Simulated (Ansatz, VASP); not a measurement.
## Two plane-wave programs on Mg

```
CELL_PARAMETERS angstrom
3.17202 0.00000 0.00000
-1.58601 2.74705 0.00000
0.00000 0.00000 5.14120
ATOMIC_POSITIONS crystal
Mg 0.33333 0.66667 0.25000
Mg 0.66667 0.33333 0.75000
```

Alike in both runs: task electric field gradients; functional r2SCAN; k mesh 15 × 15 × 8; occupations fermi-dirac, width 0.08 eV; no spin polarisation.

```csv
,VASP,Ansatz
version,VASP 6.6.1,Ansatz 0.2.0
potentials or method,"VASP PAW PBE potentials, release 64 (Mg)","PAW with Ansatz's default frozen-core files, scalar-relativistic"
plane-wave cutoff (eV),520,500
valence electrons in the cell,4,20
```

Ansatz gave:

```
pressure (GPa)                                                : 0.3
traceless stress, the component that is largest in VASP (GPa) : -0.50
size of Vzz on the site where it differs most (V/Å²)          : 0.9
```

Question: Estimate VASP's values.

Answer: Pressure (GPa): 0.0; traceless stress, the component that is largest in VASP (GPa): -0.50; size of Vzz on the site where it differs most (V/Å²): 0.8.

VASP's potentials were made for PBE, not for r2SCAN. With one functional, cell and mesh, what is left measures potentials, basis and numerics. VASP's potentials hold 4 valence electrons a cell and Ansatz's 20, so a difference there can come from the potentials and not from the codes.
